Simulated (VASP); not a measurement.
# Ca2Al2O3 (R-3m) in VASP: notebook

Ca2Al2O3 is run at these levels: PBE; tasks: single point, relaxation of cell and atoms.

Program: VASP 6.6.1. These are calculated values, not measurements. Logs are shortened: lines on timing, memory, paths and dates and some standing lists are left out, and cuts for length are marked.

## (1) The cell of the first run

It takes space group R-3m (No. 166, trigonal). The conventional cell has a = 5.378 Å, b = 5.378 Å, c = 12.498 Å, α = 90.00°, β = 90.00°, γ = 120.00°. Within 3.4 Å of Ca (site symmetry -3m) lie 6 O at 2.60 Å and 8 Al at 3.04 to 3.30 Å. Ca (site symmetry -3m) has 6 O at 2.69 Å and 8 Al at 3.21 to 3.25 Å within 3.5 Å. Within 2.4 Å of Al (site symmetry 3m) lie 3 O at 1.83 Å. O (site symmetry 2/m) has 2 Al at 1.83 Å within 2.4 Å.

## (2) Single point, PBE

INCAR

```
SYSTEM = Ca2Al2O3
PREC     = Accurate       ! precision mode
ENCUT    = 520            ! plane-wave cutoff, eV
EDIFF    = 1E-6           ! SCF threshold, eV
ISMEAR   = 0              ! smearing method
SIGMA    = 0.2            ! smearing width, eV
LREAL    = .False.        ! projectors in reciprocal space
LASPH    = .True.         ! aspherical terms in the spheres
NELM     = 60             ! most SCF steps
ALGO     = Normal         ! electronic algorithm
ISIF     = 2              ! what is computed and relaxed
LWAVE    = .False.        ! write WAVECAR
LCHARG   = .True.         ! write CHGCAR
GGA      = PE             ! functional
LELF     = .True.         ! ELF
LVHAR    = .True.       
NBANDS   = 31             ! bands
```

KPOINTS

```
Automatic mesh
0
Gamma
  4 4 4
  0 0 0
```

POSCAR

```
Ca2Al2O3
1.0
    2.6890164961      1.5525043979      4.1661641358
   -2.6890164961      1.5525043979      4.1661641358
    0.0000000000     -3.1050087958      4.1661641358
Ca Al O
2 2 3
Direct
    0.0000000000      0.0000000000      0.0000000000
    0.5000000000      0.5000000000      0.5000000000
    0.7565436291      0.7565436291      0.7565436291
    0.2434563709      0.2434563709      0.2434563709
    0.5000000000      0.0000000000      0.0000000000
    0.0000000000      0.0000000000      0.5000000000
    0.0000000000      0.5000000000      0.0000000000
```

Potentials or basis: VASP PAW PBE potentials, release 64 (Ca_sv, Al, O).

Launch:

```console
> cat potpaw_PBE.64/Ca_sv/POTCAR potpaw_PBE.64/Al/POTCAR potpaw_PBE.64/O/POTCAR > POTCAR
> mpirun -np 1 vasp_std > vasp.out
```

OUTCAR:

```text
SYSTEM = Ca2Al2O3
   PREC = Accurate
   ENCUT = 520
   EDIFF = 1E-6
   ISMEAR = 0
   LREAL = .False.
   LASPH = .True.
   NELM = 60
   ISIF = 2
   GGA = PE

 ion  position               nearest neighbor table
   1  0.000  0.000  0.000-   3 3.04   4 3.04
   2  0.500  0.500  0.500-   3 3.21   4 3.21   4 3.25   4 3.25   3 3.25   3 3.25   4 3.25   3 3.25

   3  0.757  0.757  0.757-   5 1.83   7 1.83   6 1.83   1 3.04   2 3.21   2 3.25   2 3.25   2 3.25

   4  0.243  0.243  0.243-   5 1.83   7 1.83   6 1.83   1 3.04   2 3.21   2 3.25   2 3.25   2 3.25

   5  0.500  0.000  0.000-   3 1.83   4 1.83
   6  0.000  0.000  0.500-   3 1.83   4 1.83
   7  0.000  0.500  0.000-   3 1.83   4 1.83

  LATTYP: Found a trigonal (rhomboedric) cell.
 ALAT       =     5.1959602797
 COS(alpha) =     0.4643448513

  Lattice vectors:

 A1 = (   2.6890164961,   1.5525043979,   4.1661641358)
 A2 = (  -2.6890164961,   1.5525043979,   4.1661641358)
 A3 = (   0.0000000000,  -3.1050087958,   4.1661641358)

Analysis of symmetry for initial positions (statically):
=====================================================================
 Subroutine PRICEL returns:
 Original cell was already a primitive cell.

 Routine SETGRP: Setting up the symmetry group for a
 trigonal (rhombohedral) supercell.

 Subroutine GETGRP returns: Found 12 space group operations
 (whereof 12 operations were pure point group operations)
 out of a pool of 12 trial point group operations.

The static configuration has the point symmetry D_3d.

Analysis of symmetry for dynamics (positions and initial velocities):
=====================================================================
 Subroutine PRICEL returns:
 Original cell was already a primitive cell.

 Routine SETGRP: Setting up the symmetry group for a
 trigonal (rhombohedral) supercell.

 Subroutine GETGRP returns: Found 12 space group operations
 (whereof 12 operations were pure point group operations)
 out of a pool of 12 trial point group operations.

The dynamic configuration has the point symmetry D_3d.

 Subroutine INISYM returns: Found 12 space group operations
 (whereof 12 operations are pure point group operations),
 and found     1 'primitive' translations

[... 90 lines left out ...]
   ENCUT  =  520.0 eV  38.22 Ry    6.18 a.u.   9.66  9.66  9.66*2*pi/ulx,y,z
   NELM   =     60;   NELMIN=  2; NELMDL= -5     # of ELM steps
   EDIFF  = 0.1E-05   stopping-criterion for ELM
   LREAL  =      F    real-space projection
   EDIFFG = 0.1E-04   stopping-criterion for IOM
   NSW    =      0    number of steps for IOM
   IBRION =     -1    ionic relax: 0-MD 1-quasi-New 2-CG
   NFREE  =      0    steps in history (QN), initial steepest desc. (CG)
   ISIF   =      2    stress and relaxation
   ISYM   =      2    0-nonsym 1-usesym 2-fastsym
   POTIM  = 0.5000    time-step for ionic-motion
   TEBEG  =    0.0;   TEEND  =   0.0 temperature during run
   PSTRESS=    0.0 pullay stress
   NELECT =      44.0000    total number of electrons
   NUPDOWN=      -1.0000    fix difference up-down
   EMIN   =  10.00;   EMAX   =-10.00  energy-range for DOS
   EFERMI =   0.00;   METHOD = LEGACY
   ISMEAR =     0;   SIGMA  =   0.20  broadening in eV -4-tet -1-fermi 0-gaus
   EFERMI_NEDOS =   21; number of points for ismear=-14 and -15
   IALGO  =     38    algorithm
   IMIX   =      4    mixing-type and parameters
     AMIX     =   0.40;   BMIX     =  1.00
     AMIX_MAG =   1.60;   BMIX_MAG =  1.00
  volume/ion in A,a.u.               =      14.91       100.60
  Fermi-wavevector in a.u.,A,eV,Ry     =   1.227593  2.319814 20.503771  1.506985
  Thomas-Fermi vector in A             =   2.362551
   LORBIT       =      0    0 simple, 1 ext, 2 COOP (PROOUT), +10 PAW based schemes
   GGA     = PE    functional components
   LHFCALC =     F    Hartree Fock is set to
   AEXX    =    0.0000 exact exchange contribution
   IVDW    =     0    specifies the selected vdW correction
   LEPSILON=     F    determine dielectric tensor
   LRPA    =     F    only Hartree local field effects (RPA)
 non-spin polarized calculation
 Gauss-broadening in eV      SIGMA  =   0.20
  energy-cutoff  :      520.00
  volume of cell :      104.36
 maximum number of plane-waves:      2830
 NGX is ok and might be reduce to    40
   NGX = 19   NGY = 19   NGZ = 19

 number of electron      44.0000014 magnetization

 Free energy of the ion-electron system (eV)
  ---------------------------------------------------
  ext. energy  EPLUGINS =         0.00000000
  ---------------------------------------------------
  free energy    TOTEN  =       -42.18306346 eV

  energy without entropy =      -42.17456914  energy(sigma->0) =      -42.17881630

 E-fermi :   5.8273     XC(G=0): -10.0155

 val. band max:        5.5556866392   @ k =   0.5000   0.5000   0.5000
 cond. band min:       5.9895451891   @ k =   0.2500   0.0000  -0.0000
 fundamental gap:      0.4338585499
 Fermi energy:         5.8272747569

 k-point     1 :       0.0000    0.0000    0.0000
  band No.  band energies     occupation
      1     -35.6975      2.00000
      2     -35.6106      2.00000
      3     -16.7811      2.00000
      4     -16.7811      2.00000
      5     -16.7539      2.00000
      6     -16.6541      2.00000
[... 431 lines left out ...]
     30      10.3615      0.00000
     31      10.6907      0.00000

------------------------ aborting loop because EDIFF is reached ----------------------------------------

  FORCE on cell =-STRESS in cart. coord.  units (eV):
  Direction    XX          YY          ZZ          XY          YZ          ZX
  --------------------------------------------------------------------------------------
  -------------------------------------------------------------------------------------
  Total        0.5920843      0.5920843      0.3905600      0.0000000      0.0000000      0.0000000
  in kB        9.0903416      9.0903416      5.9963142      0.0000000      0.0000000      0.0000000
  external PRESSURE =       8.0589992 kB  Pullay stress =       0.0000000 kB

 VOLUME and BASIS-vectors are now :
 -----------------------------------------------------------------------------
  energy-cutoff  :      520.00
  volume of cell :      104.36
      direct lattice vectors                 reciprocal lattice vectors
     2.689016496  1.552504398  4.166164136     0.185941589  0.107353426  0.080009650
    -2.689016496  1.552504398  4.166164136    -0.185941589  0.107353426  0.080009650
     0.000000000 -3.105008796  4.166164136     0.000000000 -0.214706853  0.080009650

 POSITION                                       TOTAL-FORCE (eV/Angst)
 -----------------------------------------------------------------------------------
      0.00000      0.00000      0.00000         0.000000     -0.000000     -0.000000
      0.00000      0.00000      6.24925         0.000000      0.000000      0.000000
      0.00000      0.00000      9.45565         0.000000     -0.000000      0.012622
      0.00000      0.00000      3.04284         0.000000      0.000000     -0.012622
      1.34451      0.77625      2.08308         0.000000      0.000000      0.000000
      0.00000     -1.55250      2.08308        -0.000000     -0.000000      0.000000
     -1.34451      0.77625      2.08308        -0.000000     -0.000000     -0.000000
 -----------------------------------------------------------------------------------
    total drift:                                0.000000      0.000000      0.000000

  FREE ENERGIE OF THE ION-ELECTRON SYSTEM (eV)
  ---------------------------------------------------
  free  energy   TOTEN  =       -42.1830634610 eV

  energy  without entropy=      -42.1745691416  energy(sigma->0) =      -42.17881630
```

OSZICAR:

```text
N       E                     dE             d eps       ncg     rms          rms(c)
DAV:   1     0.386260290946E+03    0.38626E+03   -0.21763E+04   806   0.136E+03
DAV:   2    -0.174356962282E+02   -0.40370E+03   -0.39255E+03  1000   0.363E+02
DAV:   3    -0.464569549943E+02   -0.29021E+02   -0.28877E+02  1189   0.974E+01
DAV:   4    -0.474059935533E+02   -0.94904E+00   -0.94560E+00  1268   0.154E+01
DAV:   5    -0.474321328586E+02   -0.26139E-01   -0.26137E-01  1115   0.209E+00    0.144E+01
DAV:   6    -0.421383425263E+02    0.52938E+01   -0.27004E+01  1020   0.274E+01    0.556E+00
DAV:   7    -0.422216647186E+02   -0.83322E-01   -0.21096E+00  1094   0.757E+00    0.308E+00
DAV:   8    -0.422018338438E+02    0.19831E-01   -0.43142E-01  1010   0.368E+00    0.934E-01
DAV:   9    -0.421824776654E+02    0.19356E-01   -0.15074E-01  1069   0.202E+00    0.229E-01
DAV:  10    -0.421828906478E+02   -0.41298E-03   -0.13924E-02  1105   0.627E-01    0.801E-02
DAV:  11    -0.421830622665E+02   -0.17162E-03   -0.68498E-04  1173   0.143E-01    0.440E-02
DAV:  12    -0.421830695579E+02   -0.72915E-05   -0.51189E-05  1136   0.492E-02    0.222E-02
DAV:  13    -0.421830637094E+02    0.58485E-05   -0.32301E-05  1037   0.291E-02    0.387E-03
DAV:  14    -0.421830634610E+02    0.24847E-06   -0.19764E-06   908   0.860E-03
   1 F= -.42183063E+02 E0= -.42178816E+02  d E =-.849432E-02
```

stdout:

```text
POSCAR found type information on POSCAR CaAlO
 POSCAR found :  3 types and       7 ions
 scaLAPACK will be used
 LDA part: xc-table for (Slater+PW92), standard interpolation
 POSCAR, INCAR and KPOINTS ok, starting setup
 FFT: planning ... GRIDC
 FFT: planning ... GRID_SOFT
 FFT: planning ... GRID
 WAVECAR not read
 entering main loop
```

It took 61 s on 1 thread of Intel Xeon Platinum 8259CL at 2.50GHz (Skylake/Cascade Lake), shared host; peak memory 0.25 GiB.

Results:

| Item | Value |
| --- | --- |
| Free energy | -42.1831 eV |
| Pressure | 0.8 GPa |
| Largest force | 0.013 eV/Å |
| Band gap on the k mesh | zero (band 22 reaches 6.22 eV, above the bottom of band 23 at 5.42 eV) |

Forces on the atoms (eV/Å):
```
Ca   0.000  0.000  0.000
Ca   0.000  0.000  0.000
Al   0.000  0.000  0.013
Al   0.000  0.000 -0.013
O    0.000  0.000  0.000
O    0.000  0.000  0.000
O    0.000  0.000  0.000
```

Stress tensor (GPa, compression positive):
```
0.91 0.00 0.00
0.00 0.91 0.00
0.00 0.00 0.60
```

## (3) Single point, PBE

This run uses another cell than the first one, of 15.05 Å³/atom, 1.010 times its volume.

INCAR

```
ALGO = Normal ; EDIFF = 1E-6
ENCUT = 520 ; GGA = PE
ISIF = 2 ; ISMEAR = 0
LASPH = T ; LCHARG = F
LREAL = F ; LWAVE = F
NBANDS = 31 ; NELM = 80
PREC = Accurate ; SIGMA = 0.1
```

KPOINTS

```
k-points
0
Gamma
  6 6 6
```

POSCAR

```
Ca2Al2O3
1.0
    2.6981757380      1.5577924886      4.1778082215
   -2.6981757380      1.5577924886      4.1778082215
    0.0000000000     -3.1155849773      4.1778082215
Ca Al O
2 2 3
Direct
    0.0000000000      0.0000000000      0.0000000000
    0.5000000000      0.5000000000      0.5000000000
    0.7569699233      0.7569699233      0.7569699233
    0.2430300767      0.2430300767      0.2430300767
    0.5000000000      0.0000000000      0.0000000000
    0.0000000000      0.0000000000      0.5000000000
    0.0000000000      0.5000000000      0.0000000000
```

Potentials or basis: VASP PAW PBE potentials, release 64 (Ca_sv, Al, O).

Launch:

```console
> cat potpaw_PBE.64/Ca_sv/POTCAR potpaw_PBE.64/Al/POTCAR potpaw_PBE.64/O/POTCAR > POTCAR
> mpirun -np 1 vasp_std > vasp.out
```

Wall time 2.3 min (1 thread of Intel Xeon Platinum 8259CL at 2.50GHz (Skylake/Cascade Lake), shared host); peak memory 0.29 GiB.

The run converged. Its results:

```
Free energy            : -42.1773 eV
Pressure               : 0.1 GPa
Band gap on the k mesh : zero (band 22 reaches 5.86 eV, above the bottom of band 23 at 5.37 eV)
```

Forces in eV/Å, atoms in the order of the input:
```
Ca   0.000  0.000  0.000
Ca   0.000  0.000  0.000
Al   0.000  0.000  0.002
Al   0.000  0.000 -0.002
O    0.000  0.000  0.000
O    0.000  0.000  0.000
O    0.000  0.000  0.000
```

Levels at points of the mesh, in eV from the Fermi level:
```csv
k point,band 19,band 20,band 21,band 22,band 23,band 24,band 25,band 26
"(0.00, 0.00, 0.00)",-3.33,-3.33,-3.14,-0.24,-0.24,1.69,2.83,2.83
"(0.50, 0.00, 0.00)",-4.60,-3.43,-2.14,-1.97,1.14,2.18,2.87,3.35
"(0.50, 0.50, 0.00)",-4.77,-3.52,-1.50,-0.95,1.34,1.76,2.13,3.20
"(0.50, 0.50, 0.50)",-3.59,-3.12,-1.34,-0.13,1.96,1.96,2.45,2.45
```

## (4) Single point, PBE

This run uses another cell than the first one, of 15.05 Å³/atom, 1.010 times its volume.

INCAR

```
PREC = Accurate ; ENCUT = 520
EDIFF = 1E-7 ; ISMEAR = 0
SIGMA = 0.2 ; LREAL = False
LASPH = True ; NELM = 100
ALGO = Normal ; ISIF = 2
LWAVE = False ; LCHARG = True
GGA = PE ; LELF = True
LVHAR = True ; NBANDS = 31
```

KPOINTS

```
regular mesh
0
Gamma
  6 6 6
```

POSCAR, as its differences from that of step 3:

```diff
@@ -12,4 +12,4 @@
     0.2430300767      0.2430300767      0.2430300767
-    0.5000000000      0.0000000000      0.0000000000
+    0.5000000000      1.0000000000      0.0000000000
     0.0000000000      0.0000000000      0.5000000000
-    0.0000000000      0.5000000000      0.0000000000
+    1.0000000000      0.5000000000      0.0000000000
```

Launch:

```console
> cat potpaw_PBE.64/Ca_sv/POTCAR potpaw_PBE.64/Al/POTCAR potpaw_PBE.64/O/POTCAR > POTCAR
> mpirun -np 1 vasp_std > vasp.out
```

It took 2.4 min on 1 thread of Intel Xeon Platinum 8259CL at 2.50GHz (Skylake/Cascade Lake), shared host; peak memory 0.29 GiB.

Results (log left out):

```yaml
Free_energy: -42.1811 eV
Pressure: 0.1 GPa
Largest_force: 0.007 eV/Å
Band_gap_on_the_k_mesh: zero (band 22 reaches 5.86 eV, above the bottom of band 23 at 5.37 eV)
```

Forces in eV/Å, atoms in the order of the input:
```
Ca   0.000  0.000  0.000
Ca   0.000  0.000  0.000
Al   0.000  0.000  0.007
Al   0.000  0.000 -0.007
O    0.000  0.000  0.000
O    0.000  0.000  0.000
O    0.000  0.000  0.000
```

Levels at points of the mesh, in eV from the Fermi level:
| k point | band 18 | band 19 | band 20 | band 21 | band 22 | band 23 | band 24 | band 25 | band 26 | band 27 |
| --- | --- | --- | --- | --- | --- | --- | --- | --- | --- | --- |
| (0.00, 0.00, 0.00) | -4.26 | -3.31 | -3.31 | -3.12 | -0.21 | -0.21 | 1.71 | 2.85 | 2.85 | 3.35 |
| (0.50, 0.00, 0.00) | -4.70 | -4.58 | -3.41 | -2.12 | -1.95 | 1.16 | 2.20 | 2.89 | 3.37 | 3.68 |
| (0.50, 0.50, 0.00) | -4.75 | -4.75 | -3.50 | -1.48 | -0.93 | 1.36 | 1.78 | 2.16 | 3.22 | 4.19 |
| (0.50, 0.50, 0.50) | -3.57 | -3.57 | -3.10 | -1.32 | -0.11 | 1.98 | 1.98 | 2.47 | 2.47 | 2.53 |

## (5) Relaxation of cell and atoms, PBE

This run uses another cell than the first one, of 13.40 Å³/atom, 0.899 times its volume.

INCAR

```
PREC = Accurate ; ENCUT = 600
EDIFF = 1E-7 ; ISMEAR = 0
SIGMA = 0.2 ; LREAL = F
LASPH = T ; NELM = 100
ALGO = Normal ; ISIF = 3
LWAVE = F ; LCHARG = F
GGA = PE ; IBRION = 2
NSW = 36 ; EDIFFG = -0.08
```

KPOINTS

```
Automatic mesh
0
Gamma
  4 4 4
```

POSCAR

```
Ca2Al2O3
1.0
    2.5498440700      1.4721531600      4.1638797800
   -2.5498440700      1.4721531600      4.1638797800
    0.0000000000     -2.9443063200      4.1638797800
Ca Al O
2 2 3
Direct
    0.0000000000      0.0000000000      0.0000000000
    0.5000000000      0.5000000000      0.5000000000
    0.7149999700      0.7149999700      0.7149999700
    0.2850000300      0.2850000300      0.2850000300
    0.5000000000      0.0000000000      0.0000000000
    0.0000000000      0.0000000000      0.5000000000
    0.0000000000      0.5000000000      0.0000000000
```

Launch:

```console
> cat potpaw_PBE.64/Ca_sv/POTCAR potpaw_PBE.64/Al/POTCAR potpaw_PBE.64/O/POTCAR > POTCAR
> mpirun -np 1 vasp_std > vasp.out
```

Run time: 7.2 min. Hardware: 1 thread of Intel Xeon Platinum 8259CL at 2.50GHz (Skylake/Cascade Lake), shared host; peak memory 0.29 GiB.

Results (log left out):

```
Free energy                            : -42.1811 eV
Relaxed volume                         : 15.07 Å³/atom
Relaxed cell                           : a = 5.216 Å, b = 5.216 Å, c = 5.216 Å, α = 62.32°, β = 62.32°, γ = 62.32°
Space group after relaxing (to 0.05 Å) : R-3m (No. 166)
Energy gained by relaxing              : 652.9 meV/atom
Ionic steps                            : 8
Pressure after relaxing                : -0.1 GPa
Largest force after relaxing           : 0.030 eV/Å
Band gap on the k mesh                 : zero (band 22 reaches 6.15 eV, above the bottom of band 23 at 5.36 eV)
```

Forces in eV/Å, atoms in the order of the input:
```
Ca   0.000  0.000  0.000
Ca   0.000  0.000  0.000
Al   0.000  0.000  0.030
Al   0.000  0.000 -0.030
O    0.000  0.000  0.000
O    0.000  0.000  0.000
O    0.000  0.000  0.000
```

Stress tensor (GPa, compression positive):
```
-0.03  0.00  0.00
 0.00 -0.03  0.00
 0.00  0.00 -0.27
```

The path:
| step | energy change (eV) | largest force (eV/Å) | pressure (GPa) | volume (Å³) |
| --- | --- | --- | --- | --- |
| 1 | 0.0000 | 7.0644 | 1.93 | 93.78 |
| 2 | -3.9754 | 2.4848 | 5.47 | 95.71 |
| 3 | -4.1704 | 0.6591 | 7.86 | 96.09 |
| 4 | -4.5426 | 0.2976 | -1.44 | 106.48 |
| 5 | -4.5427 | 0.2956 | -1.53 | 106.61 |
| 6 | -4.5690 | 0.1301 | 0.42 | 105.11 |
| 7 | -4.5691 | 0.1061 | 0.30 | 105.19 |
| 8 | -4.5703 | 0.0299 | -0.11 | 105.50 |

Final structure:
```xyz
7
Lattice="2.6986 1.5580 4.1823 -2.6986 1.5580 4.1823 0.0000 -3.1160 4.1823" Properties=species:S:1:pos:R:3 pbc="T T T"
Ca    0.0000    0.0000    0.0000
Ca    0.0000    0.0000    6.2735
Al    0.0000    0.0000    9.4979
Al    0.0000    0.0000    3.0491
O     1.3493    0.7790    2.0912
O     0.0000   -1.5580    2.0912
O    -1.3493    0.7790    2.0912
```

Levels at points of the mesh, in eV from the Fermi level:
| k point | band 20 | band 21 | band 22 | band 23 | band 24 | band 25 |
| --- | --- | --- | --- | --- | --- | --- |
| (0.00, 0.00, 0.00) | -3.49 | -3.30 | -0.40 | -0.40 | 1.52 | 2.66 |
| (0.50, 0.00, 0.00) | -3.59 | -2.31 | -2.15 | 0.97 | 2.01 | 2.70 |
| (0.50, 0.50, 0.50) | -3.28 | -1.51 | -0.30 | 1.79 | 1.79 | 2.28 |
| (0.50, 0.50, 0.00) | -3.68 | -1.67 | -1.12 | 1.17 | 1.58 | 1.97 |

Caveat: the k points lie up to 0.36 Å⁻¹ apart in the final cell; the relaxation stopped at a loose force limit of 0.08 eV/Å, so its end isn't a converged minimum.

## (6) Overview

| task | cell | k mesh | cutoff (eV) | smearing | gap on the mesh (eV) | pressure (GPa) | largest force (eV/Å) |
| --- | --- | --- | --- | --- | --- | --- | --- |
| single point | a = 5.196 Å, angles 62.3°, 7 atoms | 4 × 4 × 4 | 520 | gaussian 0.2 eV | none | 0.8 | 0.01 |
| single point | a = 5.212 Å, angles 62.4°, 7 atoms | 6 × 6 × 6 | 520 | gaussian 0.1 eV | none | 0.1 | - |
| single point | a = 5.212 Å, angles 62.4°, 7 atoms | 6 × 6 × 6 | 520 | gaussian 0.2 eV | none | 0.1 | 0.01 |
| relaxation of cell and atoms | relaxed from a = 5.100 Å, angles 60.0°, 7 atoms | 4 × 4 × 4 | 600 | gaussian 0.2 eV | none | -0.1 | 0.03 |

Alike in all rows: level PBE; potentials or basis VASP PAW PBE potentials, release 64 (Ca_sv, Al, O); no spin polarisation.

Caveats: some runs use coarse meshes; the relaxation stopped at a loose force limit of 0.08 eV/Å, so its end isn't a converged minimum (some runs).

Total energies depend on the potentials used, so only differences within one code and one set of settings carry meaning.
